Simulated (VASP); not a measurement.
Write the native input for VASP 6.6.1 that does the following.

```
Task                   : single point
Functional             : BLYP
Potentials or basis    : VASP PAW PBE potentials, release 64 (Ge_d)
Cutoff                 : 520 eV
k mesh                 : 12 × 12 × 7
Occupations            : fermi-dirac, width 0.1 eV
Spin                   : no spin polarisation
Dipole correction      : no
Further INCAR settings : ALGO = Normal; EDIFF = 1e-07; NBANDS = 21
```

The structure of Ge lies in POSCAR:

```
Ge
1.0
    3.1814199281      0.0000000000      0.0000000000
   -1.5907099641      2.7551904779      0.0000000000
    0.0000000000      0.0000000000      4.9203052324
Ge
2
Direct
    0.3333333333      0.6666666667      0.2500000000
    0.6666666667      0.3333333333      0.7500000000
```

The input as run:

INCAR

```
  PREC = Accurate
  ENCUT = 520
  EDIFF = 1E-7
  ISMEAR = -1
  SIGMA = 0.1
  LREAL = F
  LASPH = T
  NELM = 80
  ALGO = Normal
  ISIF = 2
  LWAVE = F
  LCHARG = T
  GGA = B5
  ALDAX = 1.0
  AGGAX = 1.0
  AGGAC = 1.0
  ALDAC = 0.0
  LELF = T
  LVHAR = T
  NBANDS = 21
```

KPOINTS

```
regular mesh
0
Gamma
  12 12 7
```

Potentials or basis: VASP PAW PBE potentials, release 64 (Ge_d).

Command:

```sh
$ cat potpaw_PBE.64/Ge_d/POTCAR > POTCAR
$ mpirun -np 1 vasp_std > vasp.out
```

It gave:

```json
{"Pressure": "0.1 GPa", "Band gap on the k mesh": "zero (band 14 reaches 11.17 eV, above the bottom of band 15 at 3.58 eV)"}
```

Caveat: the PAW data sets were made with another functional, which shifts forces and pressure a little.

Run time: 45 s on 1 thread of Intel Xeon 6975P-C (shared host), peak memory 0.19 GiB.
